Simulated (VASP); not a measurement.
# AsO (Pm-3m) in VASP: further runs

AsO is run at these levels: PBE; tasks: single point, relaxation of cell and atoms.

Program: VASP 6.6.1. These are calculated values, not measurements. Logs are shortened: lines on timing, memory, paths and dates and some standing lists are left out, and cuts for length are marked.

### 1 The cell of the first run

It takes space group Pm-3m (No. 221, cubic). The conventional cell has a = 2.904 Å, b = 2.904 Å, c = 2.904 Å, α = 90.00°, β = 90.00°, γ = 90.00°. Within 3.3 Å of As (site symmetry m-3m) lie 8 O at 2.51 Å and 6 As at 2.90 Å. O (site symmetry m-3m) has 8 As at 2.51 Å and 6 O at 2.90 Å within 3.3 Å.

The cell was generated, and may not be a known phase.

### 2 Single point, PBE

The input, INCAR:

```
PREC = Accurate
ENCUT = 520
EDIFF = 1E-6
ISMEAR = 0
SIGMA = 0.1
LREAL = False
LASPH = True
NELM = 80
ALGO = Normal
ISIF = 2
LWAVE = False
LCHARG = False
GGA = PE
NBANDS = 12
```

The input, KPOINTS:

```
regular mesh
0
Gamma
  6 6 6
```

The input, POSCAR:

```
AsO
1.0
    2.9036421416      0.0000000000      0.0000000000
    0.0000000000      2.9036421416      0.0000000000
    0.0000000000      0.0000000000      2.9036421416
As O
1 1
Direct
    0.0000000000      0.0000000000      0.0000000000
    0.5000000000      0.5000000000      0.5000000000
```

Potentials or basis: VASP PAW PBE potentials, release 64 (As, O).

Run with:

```console
> cat potpaw_PBE.64/As/POTCAR potpaw_PBE.64/O/POTCAR > POTCAR
> mpirun -np 1 vasp_std > vasp.out
```

OUTCAR:

```text
PREC = Accurate
   ENCUT = 520
   EDIFF = 1E-6
   ISMEAR = 0
   LREAL = False
   LASPH = True
   NELM = 80
   ISIF = 2
   GGA = PE

 ion  position               nearest neighbor table
   1  0.000  0.000  0.000-
   2  0.500  0.500  0.500-

  LATTYP: Found a simple cubic cell.
 ALAT       =     2.9036421416

  Lattice vectors:

 A1 = (   2.9036421416,   0.0000000000,   0.0000000000)
 A2 = (   0.0000000000,   2.9036421416,   0.0000000000)
 A3 = (   0.0000000000,   0.0000000000,   2.9036421416)

Analysis of symmetry for initial positions (statically):
=====================================================================
 Subroutine PRICEL returns:
 Original cell was already a primitive cell.

 Routine SETGRP: Setting up the symmetry group for a
 simple cubic supercell.

 Subroutine GETGRP returns: Found 48 space group operations
 (whereof 48 operations were pure point group operations)
 out of a pool of 48 trial point group operations.

The static configuration has the point symmetry O_h .

Analysis of symmetry for dynamics (positions and initial velocities):
=====================================================================
 Subroutine PRICEL returns:
 Original cell was already a primitive cell.

 Routine SETGRP: Setting up the symmetry group for a
 simple cubic supercell.

 Subroutine GETGRP returns: Found 48 space group operations
 (whereof 48 operations were pure point group operations)
 out of a pool of 48 trial point group operations.

The dynamic configuration has the point symmetry O_h .

 Subroutine INISYM returns: Found 48 space group operations
 (whereof 48 operations are pure point group operations),
 and found     1 'primitive' translations

----------------------------------------------------------------------------------------

                                     Primitive cell

  volume of cell :      24.4810

  direct lattice vectors                    reciprocal lattice vectors
     2.903642142  0.000000000  0.000000000     0.344395057  0.000000000  0.000000000
     0.000000000  2.903642142  0.000000000     0.000000000  0.344395057  0.000000000
     0.000000000  0.000000000  2.903642142     0.000000000  0.000000000  0.344395057

  length of vectors
     2.903642142  2.903642142  2.903642142     0.344395057  0.344395057  0.344395057

[... 81 lines left out ...]
   ISIF   =      2    stress and relaxation
   ISYM   =      2    0-nonsym 1-usesym 2-fastsym
   POTIM  = 0.5000    time-step for ionic-motion
   TEBEG  =    0.0;   TEEND  =   0.0 temperature during run
   PSTRESS=    0.0 pullay stress
   NELECT =      11.0000    total number of electrons
   NUPDOWN=      -1.0000    fix difference up-down
   EMIN   =  10.00;   EMAX   =-10.00  energy-range for DOS
   EFERMI =   0.00;   METHOD = LEGACY
   ISMEAR =     0;   SIGMA  =   0.10  broadening in eV -4-tet -1-fermi 0-gaus
   EFERMI_NEDOS =   21; number of points for ismear=-14 and -15
   IALGO  =     38    algorithm
   IMIX   =      4    mixing-type and parameters
     AMIX     =   0.40;   BMIX     =  1.00
     AMIX_MAG =   1.60;   BMIX_MAG =  1.00
  volume/ion in A,a.u.               =      12.24        82.60
  Fermi-wavevector in a.u.,A,eV,Ry     =   1.253899  2.369526 21.391941  1.572263
  Thomas-Fermi vector in A             =   2.387730
   LORBIT       =      0    0 simple, 1 ext, 2 COOP (PROOUT), +10 PAW based schemes
   GGA     = PE    functional components
   LHFCALC =     F    Hartree Fock is set to
   AEXX    =    0.0000 exact exchange contribution
   IVDW    =     0    specifies the selected vdW correction
   LEPSILON=     F    determine dielectric tensor
   LRPA    =     F    only Hartree local field effects (RPA)
 non-spin polarized calculation
 Gauss-broadening in eV      SIGMA  =   0.10
  energy-cutoff  :      520.00
  volume of cell :       24.48
 maximum number of plane-waves:       691
 NGX is ok and might be reduce to    24
   NGX = 11   NGY = 11   NGZ = 11

 number of electron      10.9999996 magnetization

 Free energy of the ion-electron system (eV)
  ---------------------------------------------------
  ext. energy  EPLUGINS =         0.00000000
  ---------------------------------------------------
  free energy    TOTEN  =        -9.17539132 eV

  energy without entropy =       -9.17146778  energy(sigma->0) =       -9.17342955

 E-fermi :   6.9316     XC(G=0): -11.5441

 val. band max:        6.8823033044   @ k =   0.3333   0.0000   0.0000
 cond. band min:       6.9711641042   @ k =   0.5000   0.1667   0.1667
 fundamental gap:      0.0888607998
 Fermi energy:         6.9315572204

 k-point     1 :       0.0000    0.0000    0.0000
  band No.  band energies     occupation
      1     -13.1748      2.00000
      2      -4.0006      2.00000
      3       3.1200      2.00000
      4       3.1200      2.00000
      5       3.1200      2.00000
      6      11.8202      0.00000
      7      11.8202      0.00000
      8      11.8202      0.00000
      9      13.5301      0.00000
     10      13.5301      0.00000
     11      24.0562      0.00000
     12      27.0106      0.00000
[... 271 lines left out ...]
 k-point    20 :       0.5000    0.5000    0.5000
  band No.  band energies     occupation
      1     -10.7270      2.00000
      2      -0.6355      2.00000
      3       2.0876      2.00000
      4       2.0876      2.00000
      5       2.0876      2.00000
      6       4.0620      2.00000
      7       4.0620      2.00000
      8       4.0620      2.00000
      9      19.3164      0.00000
     10      19.3164      0.00000
     11      19.3164      0.00000
     12      31.9971      0.00000

------------------------ aborting loop because EDIFF is reached ----------------------------------------

  FORCE on cell =-STRESS in cart. coord.  units (eV):
  Direction    XX          YY          ZZ          XY          YZ          ZX
  --------------------------------------------------------------------------------------
  -------------------------------------------------------------------------------------
  Total       -0.0267371     -0.0267371     -0.0267371      0.0000000     -0.0000000      0.0000000
  in kB       -1.7498271     -1.7498271     -1.7498271      0.0000000     -0.0000000      0.0000000
  external PRESSURE =      -1.7498271 kB  Pullay stress =       0.0000000 kB

 VOLUME and BASIS-vectors are now :
 -----------------------------------------------------------------------------
  energy-cutoff  :      520.00
  volume of cell :       24.48
      direct lattice vectors                 reciprocal lattice vectors
     2.903642142  0.000000000  0.000000000     0.344395057  0.000000000  0.000000000
     0.000000000  2.903642142  0.000000000     0.000000000  0.344395057  0.000000000
     0.000000000  0.000000000  2.903642142     0.000000000  0.000000000  0.344395057

 POSITION                                       TOTAL-FORCE (eV/Angst)
 -----------------------------------------------------------------------------------
      0.00000      0.00000      0.00000         0.000000      0.000000      0.000000
      1.45182      1.45182      1.45182         0.000000      0.000000      0.000000
 -----------------------------------------------------------------------------------
    total drift:                                0.000000      0.000000     -0.000000

  FREE ENERGIE OF THE ION-ELECTRON SYSTEM (eV)
  ---------------------------------------------------
  free  energy   TOTEN  =        -9.1753913165 eV

  energy  without entropy=       -9.1714677785  energy(sigma->0) =       -9.17342955
```

It took 7.8 s on 1 thread of Intel Xeon 8259CL, shared host; peak memory 0.14 GiB.

What came out:

* Free energy: -9.1754 eV
* Pressure: -0.2 GPa
* Band gap on the k mesh: zero (an odd number of electrons rules out a gap without spin polarisation)

Levels at points of the mesh, in eV from the Fermi level:
```csv
k point,band 3,band 4,band 5,band 6,band 7,band 8
"(0.00, 0.00, 0.00)",-3.81,-3.81,-3.81,4.89,4.89,4.89
"(0.50, 0.00, 0.00)",-3.13,-2.75,-2.75,-1.57,3.52,3.52
"(0.50, 0.50, 0.00)",-7.64,-7.64,-2.40,1.89,1.89,5.19
"(0.50, 0.50, 0.50)",-4.84,-4.84,-4.84,-2.87,-2.87,-2.87
```

Caveat: the k points lie up to 0.36 Å⁻¹ apart, too coarse for converged energies and pressures of a metal; an odd number of electrons without spin polarisation forces a metal; a magnetic or distorted state may lie lower.

### 3 Single point, PBE

This run uses another cell than the first one, of 19.32 Å³/atom.

The input, INCAR:

```
SYSTEM = AsO
PREC     = Accurate       ! precision mode
ENCUT    = 520            ! plane-wave cutoff, eV
EDIFF    = 1E-7           ! SCF threshold, eV
ISMEAR   = 0              ! smearing method
SIGMA    = 0.1            ! smearing width, eV
LREAL    = .FALSE.        ! projectors in reciprocal space
LASPH    = .TRUE.         ! aspherical terms in the spheres
NELM     = 60             ! most SCF steps
ALGO     = Normal         ! electronic algorithm
ISIF     = 2              ! what is computed and relaxed
LWAVE    = .FALSE.        ! write WAVECAR
LCHARG   = .FALSE.        ! write CHGCAR
GGA      = PE             ! functional
NBANDS   = 12             ! bands
```

The input, KPOINTS:

```
Automatic mesh
0
G
  6 6 6
  0 0 0
```

The input, POSCAR:

```
AsO
1.0
    3.3808453200      0.0000000000      0.0000000000
    0.0000000000      3.3808453200      0.0000000000
    0.0000000000      0.0000000000      3.3808453200
As O
1 1
Direct
    0.0000000000      0.0000000000      0.0000000000
    0.5000000000      0.5000000000      0.5000000000
```

Potentials or basis: VASP PAW PBE potentials, release 64 (As, O).

Run with:

```console
> cat potpaw_PBE.64/As/POTCAR potpaw_PBE.64/O/POTCAR > POTCAR
> mpirun -np 1 vasp_std > vasp.out
```

OUTCAR:

```text
SYSTEM = AsO
   PREC = Accurate
   ENCUT = 520
   EDIFF = 1E-7
   ISMEAR = 0
   LREAL = .FALSE.
   LASPH = .TRUE.
   NELM = 60
   ISIF = 2
   GGA = PE

 ion  position               nearest neighbor table
   1  0.000  0.000  0.000-
   2  0.500  0.500  0.500-

  LATTYP: Found a simple cubic cell.
 ALAT       =     3.3808453200

  Lattice vectors:

 A1 = (   3.3808453200,   0.0000000000,   0.0000000000)
 A2 = (   0.0000000000,   3.3808453200,   0.0000000000)
[... 478 lines left out ...]

------------------------ aborting loop because EDIFF is reached ----------------------------------------

  FORCE on cell =-STRESS in cart. coord.  units (eV):
  Direction    XX          YY          ZZ          XY          YZ          ZX
  --------------------------------------------------------------------------------------
  -------------------------------------------------------------------------------------
  Total       -5.3827433     -5.3827433     -5.3827433      0.0000000      0.0000000      0.0000000
  in kB     -223.1713023   -223.1713023   -223.1713023      0.0000000      0.0000000      0.0000000
  external PRESSURE =    -223.1713023 kB  Pullay stress =       0.0000000 kB

 VOLUME and BASIS-vectors are now :
 -----------------------------------------------------------------------------
  energy-cutoff  :      520.00
  volume of cell :       38.64
      direct lattice vectors                 reciprocal lattice vectors
     3.380845320  0.000000000  0.000000000     0.295784014  0.000000000  0.000000000
     0.000000000  3.380845320  0.000000000     0.000000000  0.295784014  0.000000000
     0.000000000  0.000000000  3.380845320     0.000000000  0.000000000  0.295784014

 POSITION                                       TOTAL-FORCE (eV/Angst)
 -----------------------------------------------------------------------------------
      0.00000      0.00000      0.00000         0.000000      0.000000      0.000000
      1.69042      1.69042      1.69042         0.000000      0.000000      0.000000
 -----------------------------------------------------------------------------------
    total drift:                                0.000000      0.000000      0.000000

  FREE ENERGIE OF THE ION-ELECTRON SYSTEM (eV)
  ---------------------------------------------------
  free  energy   TOTEN  =        -7.6636660797 eV

  energy  without entropy=       -7.6523331610  energy(sigma->0) =       -7.65799962
```

stdout:

```text
POSCAR found type information on POSCAR AsO
 POSCAR found :  2 types and       2 ions
 scaLAPACK will be used
 LDA part: xc-table for (Slater+PW92), standard interpolation
 POSCAR, INCAR and KPOINTS ok, starting setup
 FFT: planning ... GRIDC
 FFT: planning ... GRID_SOFT
 FFT: planning ... GRID
 WAVECAR not read
 entering main loop
```

Run time: 19 s. Hardware: 1 thread of Intel Xeon 8259CL, shared host; peak memory 0.15 GiB.

What came out:

| Item | Value |
| --- | --- |
| Free energy | -7.6637 eV |
| Pressure | -22.3 GPa |
| Band gap on the k mesh | zero (an odd number of electrons rules out a gap without spin polarisation) |

Levels at points of the mesh, in eV from the Fermi level:
```csv
k point,band 1,band 2,band 3,band 4,band 5,band 6,band 7,band 8,band 9,band 10
"(0.00, 0.00, 0.00)",-16.79,-10.80,-1.97,-1.97,-1.97,2.56,2.56,2.56,7.29,7.29
"(0.50, 0.00, 0.00)",-16.43,-10.90,-2.30,-1.43,-1.31,-1.31,1.93,1.93,8.99,11.21
"(0.50, 0.50, 0.00)",-16.26,-9.83,-4.25,-4.25,-1.14,1.08,1.08,2.60,7.61,10.21
"(0.50, 0.50, 0.50)",-16.13,-8.96,-2.32,-2.32,-2.32,-1.53,-1.53,-1.53,10.15,10.15
```

Caveat: the cell stands under tension; an odd number of electrons without spin polarisation forces a metal; a magnetic or distorted state may lie lower.

### 4 Relaxation of cell and atoms, PBE

This run uses another cell than the first one, of 19.32 Å³/atom.

The input, INCAR:

```
ALGO = Normal
EDIFF = 1E-7
EDIFFG = -0.04
ENCUT = 600
GGA = PE
IBRION = 2
ISIF = 3
ISMEAR = 0
LASPH = True
LCHARG = False
LREAL = False
LWAVE = False
NELM = 80
NSW = 90
PREC = Accurate
SIGMA = 0.1
```

The input, KPOINTS:

```
k-points
0
Gamma
  6 6 6
```

POSCAR is that of step 3.

Run with:

```console
> cat potpaw_PBE.64/As/POTCAR potpaw_PBE.64/O/POTCAR > POTCAR
> mpirun -np 1 vasp_std > vasp.out
```

Run time: 32 s. Hardware: 1 thread of Intel Xeon 8259CL, shared host; peak memory 0.17 GiB.

Results (log left out):

```yaml
Free_energy: -9.1926 eV
Relaxed_volume: 12.26 Å³/atom
Relaxed_cell: a = 2.905 Å, b = 2.905 Å, c = 2.905 Å, α = 90.00°, β = 90.00°, γ = 90.00°
Space_group_after_relaxing_to_0.1_Å: Pm-3m (No. 221)
Energy_gained_by_relaxing: 764.1 meV/atom
Ionic_steps: 3
Pressure_after_relaxing: -0.3 GPa
Band_gap_on_the_k_mesh: zero (an odd number of electrons rules out a gap without spin polarisation)
```

The path:
| step | energy change (eV) | largest force (eV/Å) | pressure (GPa) | volume (Å³) |
| --- | --- | --- | --- | --- |
| 1 | 0.0000 | 0.0000 | -22.38 | 38.64 |
| 2 | -1.5127 | 0.0000 | -4.96 | 25.43 |
| 3 | -1.5283 | 0.0000 | -0.32 | 24.51 |

Final structure:
```xyz
2
Lattice="2.9048 0.0000 0.0000 0.0000 2.9048 0.0000 0.0000 0.0000 2.9048" Properties=species:S:1:pos:R:3 pbc="T T T"
As    0.0000    0.0000    0.0000
O     1.4524    1.4524    1.4524
```

Levels at points of the mesh, in eV from the Fermi level:
```csv
k point,band 2,band 3,band 4,band 5,band 6,band 7,band 8,band 9
"(0.00, 0.00, 0.00)",-10.93,-3.80,-3.80,-3.80,4.88,4.88,4.88,6.60
"(0.50, 0.00, 0.00)",-13.07,-3.13,-2.75,-2.75,-1.57,3.52,3.52,9.29
"(0.50, 0.50, 0.00)",-10.02,-7.63,-7.63,-2.39,1.89,1.89,5.18,8.30
"(0.50, 0.50, 0.50)",-7.57,-4.83,-4.83,-4.83,-2.86,-2.86,-2.86,12.38
```

Caveat: the volume moved by over 15 % at a fixed basis, so the end points are rough; an odd number of electrons without spin polarisation forces a metal; a magnetic or distorted state may lie lower.

### 5 Overview

```tsv
task	cell	cutoff (eV)	gap on the mesh (eV)	pressure (GPa)
single point	a = 2.904 Å, 2 atoms	520	none	-0.2
single point	a = 3.381 Å, 2 atoms	520	none	-22.3
relaxation of cell and atoms	relaxed from a = 3.381 Å, 2 atoms	600	none	-0.3
```

Alike in all rows: level PBE; potentials or basis VASP PAW PBE potentials, release 64 (As, O); no spin polarisation; k mesh 6 × 6 × 6; smearing gaussian 0.1 eV.

Caveats: some runs use coarse meshes; an odd number of electrons without spin polarisation forces a metal; a magnetic or distorted state may lie lower; the cell stands under tension (at least some runs); the volume moved by over 15 % at a fixed basis, so the end points are rough (at least some runs).

Total energies depend on the potentials used, so only differences within one code and one set of settings carry meaning.

The gap in the log of VASP goes by the Fermi energy; the results here count the filled bands.